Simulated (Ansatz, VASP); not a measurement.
Two plane-wave programs on W

File INCAR:

```
ALGO     = Normal         # electronic algorithm
EDIFF    = 1E-6           # SCF threshold, eV
ENCUT    = 500            # plane-wave cutoff, eV
GGA      = PE             # functional
GGA_COMPAT= False        
ISIF     = 2              # what is computed and relaxed
ISMEAR   = 0              # smearing method
LASPH    = True           # aspherical terms in the spheres
LCHARG   = True           # write CHGCAR
LELF     = True           # ELF
LREAL    = False          # projectors in reciprocal space
LVHAR    = True         
LWAVE    = False          # write WAVECAR
NBANDS   = 13             # bands
NELM     = 120            # most SCF steps
PREC     = Accurate       # precision mode
SIGMA    = 0.62           # smearing width, eV
```

File KPOINTS:

```
k-points
0
Gamma
  6 6 6
```

The input POSCAR:

```
W
1.0
   -1.5851577801      1.5851577801      1.5851577801
    1.5851577801     -1.5851577801      1.5851577801
    1.5851577801      1.5851577801     -1.5851577801
W
1
Direct
    0.1577130070      0.1577130070      0.0000000000
```

Input for Ansatz:

```yaml
crystal:
  lattice:
    - [-1.5851577801, 1.5851577801, 1.5851577801]
    - [1.5851577801, -1.5851577801, 1.5851577801]
    - [1.5851577801, 1.5851577801, -1.5851577801]
  atoms:
    - { symbol: W, position: [0.157713007, 0.157713007, 0.0] }
basis:
  ecutwfc: 420
kpoints:
  mp_grid: { grid: [6, 6, 6] }
hamiltonian:
  xc: pbe
scf:
  occupations: { method: gaussian, width: 0.62 }
  lower_state_search: "off"
  n_extra_bands: 8
output:
  forces: true
  stress: true
  eigenvalues: true
```

Alike in both runs: task single point; functional PBE; k mesh 6 × 6 × 6; occupations gaussian, width 0.62 eV; no spin polarisation.

|  | VASP | Ansatz |
| --- | --- | --- |
| version | VASP 6.6.1 | Ansatz 0.2.0 |
| potentials or method | VASP PAW PBE potentials, release 64 (W_sv), cutoff 500 eV | scalar-relativistic, plane waves, PAW |
| valence electrons in the cell | 14 | 14 |

```tsv
	VASP	Ansatz	Ansatz less VASP
gap on the k mesh at the Fermi level (eV)	none	none	-
pressure (GPa)	3.1	2.5	-0.55
```

A gap of «none» marks a metal or a gap that the smearing closes.

The k mesh is coarse, so the values compare programs but aren't converged. Neither program's run includes spin-orbit coupling.
